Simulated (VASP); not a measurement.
Crystal: InSb.

```
CELL_PARAMETERS angstrom
0.00000 3.07351 3.07351
3.07351 0.00000 3.07351
3.07351 3.07351 0.00000
ATOMIC_POSITIONS crystal
In 0.00000 0.00000 0.00000
Sb 0.50000 0.50000 0.50000
```

* Program: VASP 6.6.1
* Task: relaxation of cell and atoms
* Functional: PBEsol
* Potentials or basis: VASP PAW PBE potentials, release 64 (In_d, Sb)
* Cutoff: 600 eV
* k mesh: 12 × 12 × 12
* Occupations: gaussian, width 0.1 eV
* Spin: no spin polarisation

At the start: pressure -2.6 GPa; volume 29.03 Å³/atom.

Task: Where does the relaxation end?

Result: Over 15 steps the energy falls by 13.1 meV/atom and the volume is 27.54 Å³/atom (-5.1 %); space group Fm-3m (No. 225, to 0.1 Å) before and after.

Step by step:
```tsv
step	energy change (eV)	largest force (eV/Å)	pressure (GPa)	volume (Å³)
1	0.0000	0.0000	-2.60	58.07
2	-0.0237	0.0000	0.93	54.20
3	-0.0261	0.0000	0.04	55.04
4	-0.0261	0.0000	-0.04	55.10
5	-0.0261	0.0000	-0.04	55.10
6	-0.0261	0.0000	-0.05	55.10
7	-0.0261	0.0000	-0.04	55.10
8	-0.0261	0.0000	-0.04	55.10
9	-0.0261	0.0000	-0.04	55.10
10	-0.0261	0.0000	-0.04	55.10
11	-0.0261	0.0000	-0.04	55.10
12	-0.0261	0.0000	-0.04	55.10
13	-0.0261	0.0000	-0.04	55.10
14	-0.0261	0.0000	-0.05	55.09
15	-0.0261	0.0000	-0.02	55.09
```

Final structure:
```yaml
crystal:
  lattice:
    - [0.00000, 3.01996, 3.01996]
    - [3.01996, 0.00000, 3.01996]
    - [3.01996, 3.01996, 0.00000]
  atoms:
    - { symbol: In, position: [0.00000, 0.00000, 0.00000] }
    - { symbol: Sb, position: [0.50000, 0.50000, 0.50000] }
```

Caveat: the PAW data sets were made with another functional, which shifts forces and pressure a little.
